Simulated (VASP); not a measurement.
Input of a VASP 6.6.1 run:

The input INCAR:

```
PREC = Accurate
ENCUT = 400
EDIFF = 1E-6
ISMEAR = -1
SIGMA = 0.1
LREAL = F
LASPH = T
NELM = 120
ALGO = Normal
ISIF = 2
LWAVE = F
LCHARG = T
GGA = PE
LELF = T
LVHAR = T
NBANDS = 84
GGA_COMPAT = F
```

File KPOINTS:

```
regular mesh
0
Gamma
  2 2 2
```

The input POSCAR:

```
Ti12H
1.0
    5.9000000000      0.0000000000      0.0000000000
   -4.4250000000      7.6643250000      0.0000000000
    0.0000000000      0.0000000000      4.6846000000
Ti H
12 1
Direct
    0.0031774393      0.0005059914      0.0010261971
    0.1661685317      0.2218974169      0.4983546874
    0.0051312395      0.3303354868      0.0001782559
    0.1735871525      0.5594288766      0.4989668783
    0.0046929081      0.6703104104     -0.0022789465
    0.1688816513      0.8913290568      0.4979096322
    0.4992368297     -0.0021028042      0.0015194160
    0.6634901061      0.2188340742      0.5016735457
    0.4932941405      0.3295459152      0.0012981443
    0.6627504981      0.5589889925      0.4991221870
    0.5025162884      0.6674016080      0.0011928536
    0.6648976472      0.8887793681      0.4982191895
    0.8364706674      0.4451076071      0.7493045593
```

Potentials or basis: VASP PAW PBE potentials, release 64 (Ti_sv, H).

Run with:

```sh
$ cat potpaw_PBE.64/Ti_sv/POTCAR potpaw_PBE.64/H/POTCAR > POTCAR
$ mpirun -np 1 vasp_std > vasp.out
```

Question: What does it give for the band gap on the k mesh?

Answer: Zero (an odd number of electrons rules out a gap without spin polarisation).

Question: Predict the pressure.

Answer: -1.6 GPa.

Question: Estimate the largest force.

Answer: 0.035 eV/Å.

Stress tensor (GPa, compression positive):
```
-2.22 -0.17  0.00
-0.17 -1.93  0.05
 0.00  0.05 -0.51
```

Caveat: the k points lie up to 0.67 Å⁻¹ apart, too coarse for converged energies and pressures of a metal.
